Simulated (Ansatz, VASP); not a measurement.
# GaAs: VASP beside Ansatz

File INCAR:

```
SYSTEM = GaAs
ALGO = Normal
EDIFF = 1E-7
ENCUT = 520
GGA = PE
ISIF = 2
ISMEAR = -1
LASPH = .TRUE.
LCHARG = .TRUE.
LELF = .TRUE.
LREAL = .FALSE.
LVHAR = .TRUE.
LWAVE = .FALSE.
NBANDS = 16
NELM = 60
PREC = Accurate
SIGMA = 0.02
```

The input KPOINTS:

```
k-points
0
G
  8 8 8
  0 0 0
```

POSCAR

```
GaAs
1.0
    0.0000000000      2.8330850953      2.8330850953
    2.8472505207      0.0000000000      2.8330850953
    2.8472505207      2.8330850953      0.0000000000
Ga As
1 1
Direct
    0.0000000000      0.0000000000      0.0000000000
    0.2500000000      0.2500000000      0.2500000000
```

Input for Ansatz:

```yaml
crystal:
  lattice:
    - [0.0, 2.8330850953, 2.8330850953]
    - [2.8472505207, 0.0, 2.8330850953]
    - [2.8472505207, 2.8330850953, 0.0]
  atoms:
    - { symbol: Ga, position: [0.0, 0.0, 0.0] }
    - { symbol: As, position: [0.25, 0.25, 0.25] }
kpoints:
  mp_grid: { grid: [8, 8, 8] }
  band_path:
    path:
      - [0.0, 0.0, 0.0]
      - [-0.5, -0.5, 0.0]
      - [-0.375, -0.375, 0.25]
      - [-0.375, 0.0, 0.375]
      - [0.0, 0.0, 0.5]
      - [-0.5, -0.25, 0.25]
    npoints: 1
hamiltonian:
  xc: pbe
scf:
  occupations: { method: fermi_dirac, width: 0.02 }
  n_extra_bands: 4
output:
  forces: true
  stress: true
  eigenvalues: true
```

Change from the starting cell: uniaxial_x strain +0.5%.

Alike in both runs: task single point; functional PBE; k mesh 8 × 8 × 8; occupations fermi-dirac, width 0.02 eV; no spin polarisation.

|  | VASP | Ansatz |
| --- | --- | --- |
| version | VASP 6.6.1 | Ansatz 0.2.0 |
| potentials or method | VASP PAW PBE potentials, release 64 (Ga_d, As) | plane waves, PAW |
| plane-wave cutoff (eV) | 520 | 420 |
| valence electrons in the cell | 18 | 28 |

|  | VASP | Ansatz | Ansatz less VASP |
| --- | --- | --- | --- |
| pressure (GPa) | 2.6 | 2.4 | -0.19 |
| traceless stress, the component that is largest in VASP (GPa) | -0.20 | -0.20 | -0.001 |

The functional is the same, so the differences come from potentials, cutoffs and numerics. VASP's potentials hold 18 valence electrons a cell and Ansatz's 28, so a difference there can come from the potentials and not from the codes.
